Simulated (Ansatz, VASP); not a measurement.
One calculation of Te, two programs

INCAR

```
PREC = Accurate
ENCUT = 500
EDIFF = 1E-6
ISMEAR = 0
SIGMA = 0.1
LREAL = False
LASPH = True
NELM = 120
ALGO = Normal
ISIF = 2
LWAVE = False
LCHARG = False
GGA = PE
NBANDS = 20
GGA_COMPAT = False
```

The input KPOINTS:

```
Automatic mesh
0
Gamma
  6 6 2
```

The input POSCAR:

```
Te
1.0
    3.6896120813     -2.2003504776      0.0000000000
    3.6896120813      2.2003504776      0.0000000000
   -2.0590987103      0.0000000000      9.5478976434
Te
4
Direct
    0.9680000000      0.6020000000      0.0997000000
    0.3980000000      0.0320000000      0.4003000000
    0.0320000000      0.3980000000      0.9003000000
    0.6020000000      0.9680000000      0.5997000000
```

Input for Ansatz:

```yaml
crystal:
  lattice:
    - [3.6896120813, -2.2003504776, 0.0]
    - [3.6896120813, 2.2003504776, 0.0]
    - [-2.0590987103, 0.0, 9.5478976434]
  atoms:
    - { symbol: Te, position: [0.968, 0.602, 0.0997] }
    - { symbol: Te, position: [0.398, 0.032, 0.4003] }
    - { symbol: Te, position: [0.032, 0.398, 0.9003] }
    - { symbol: Te, position: [0.602, 0.968, 0.5997] }
basis:
  ecutwfc: 420
kpoints:
  mp_grid: { grid: [6, 6, 2] }
hamiltonian:
  xc: pbe
scf:
  occupations: { method: gaussian, width: 0.1 }
  lower_state_search: "off"
output:
  forces: true
  stress: true
  eigenvalues: true
```

Alike in both runs: task single point; functional PBE; k mesh 6 × 6 × 2; occupations gaussian, width 0.1 eV; no spin polarisation.

```csv
,VASP,Ansatz
version,VASP 6.6.1,Ansatz 0.2.0
potentials or method,"VASP PAW PBE potentials, release 64 (Te), cutoff 500 eV","scalar-relativistic, plane waves, PAW"
valence electrons in the cell,24,64
```

```tsv
	VASP	Ansatz	Ansatz less VASP
gap on the k mesh at the Fermi level (eV)	none	none	-
rms of the force components (eV/Å)	16.862	16.472	-0.3902
```

Atom by atom the forces differ by 0.390 eV/Å (rms over components). A gap of «none» marks a metal or a gap that the smearing closes. With one functional, cell and mesh, what is left measures potentials, basis and numerics. VASP's potentials hold 24 valence electrons a cell and Ansatz's 64, so a difference there can come from the potentials and not from the codes.

Neither program's run includes spin-orbit coupling.
